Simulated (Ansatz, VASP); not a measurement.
## One calculation of CdF2, two programs

```
CELL_PARAMETERS angstrom
0.00000 2.69206 2.69206
2.69206 0.00000 2.69206
2.69206 2.69206 0.00000
ATOMIC_POSITIONS crystal
Cd 0.00000 0.00000 0.00000
F 0.25000 0.25000 0.25000
F 0.75000 0.75000 0.75000
```

Alike in both runs: functional PBEsol; k mesh 8 × 8 × 8; occupations gaussian, width 0.02 eV; no spin polarisation.

Ansatz relaxed the structure, and its values are those at the end. VASP's run is a single point on that final structure, the one shown.

|  | VASP | Ansatz |
| --- | --- | --- |
| version | VASP 6.6.1 | Ansatz 0.2.0 |
| potentials or method | VASP PAW PBE potentials, release 64 (Cd, F), cutoff 520 eV | scalar-relativistic, plane waves, PAW |
| valence electrons in the cell | 26 | 34 |

VASP gave:

```
gap on the k mesh at the Fermi level (eV) : 2.91
least direct gap on the mesh (eV)         : 3.40
pressure (GPa)                            : 0.8
```

Q: What did Ansatz give for the same quantities?

A: gap on the k mesh at the Fermi level (eV): 2.94; least direct gap on the mesh (eV): 3.43; pressure (GPa): 0.0.

VASP's potentials were made for PBE, not for PBEsol. VASP's potentials hold 26 valence electrons a cell and Ansatz's 34, so a difference there can come from the potentials and not from the codes.
